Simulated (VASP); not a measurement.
**WC: single point with PBEsol**

The system is WC.

```
W C
1.0
     0.00000    2.10498    2.01727
     2.10498    0.00000    2.01727
     2.10498    2.10498    0.00000
W C
1 1
Direct
  0.00000 0.00000 0.00000
  0.50000 0.50000 0.50000
```

This cell differs from its parent crystal: strain -0.040 along x and y, -0.080 along z.

* Program: VASP 6.6.1
* Task: single point
* Functional: PBEsol
* Potentials or basis: VASP PAW PBE potentials, release 64 (W_sv, C)
* Cutoff: 520 eV
* k mesh: 18 × 18 × 18
* Occupations: gaussian, width 0.15 eV
* Spin: no spin polarisation

The pressure is 76.1 GPa and the band gap on the k mesh is zero (bands 9 and 10 overlap by 3.72 eV).

Stress tensor (GPa, compression positive):
```
 58.51   0.00   0.00
  0.00  58.51   0.00
  0.00   0.00 111.27
```

Levels at points of the mesh, in eV from the Fermi level:
```tsv
k point	band 5	band 6	band 7	band 8	band 9	band 10	band 11	band 12	band 13	band 14
(0.00, 0.00, 0.00)	-17.24	-3.63	-3.63	-3.00	-1.48	-1.48	-1.44	-1.11	-0.91	8.68
(0.50, 0.00, 0.00)	-11.31	-11.31	-7.92	-7.81	1.24	1.69	3.15	5.12	10.18	11.28
(0.50, 0.50, 0.00)	-14.98	-7.20	-5.40	-2.94	-2.94	1.29	3.03	3.03	7.74	9.58
(0.50, 0.00, 0.50)	-15.03	-7.15	-6.08	-2.75	-2.41	1.12	2.76	3.32	7.02	9.96
```

Run time: 85 s on 1 thread of Intel Xeon 8259CL (shared host), peak memory 0.26 GiB.

Caveat: the cell differs from its parent crystal (strain -0.040 along x and y, -0.080 along z); the cell stands under pressure; the PAW data sets were made with another functional, which shifts forces and pressure a little; spin-orbit coupling is left out, which moves the levels of the heavy elements.
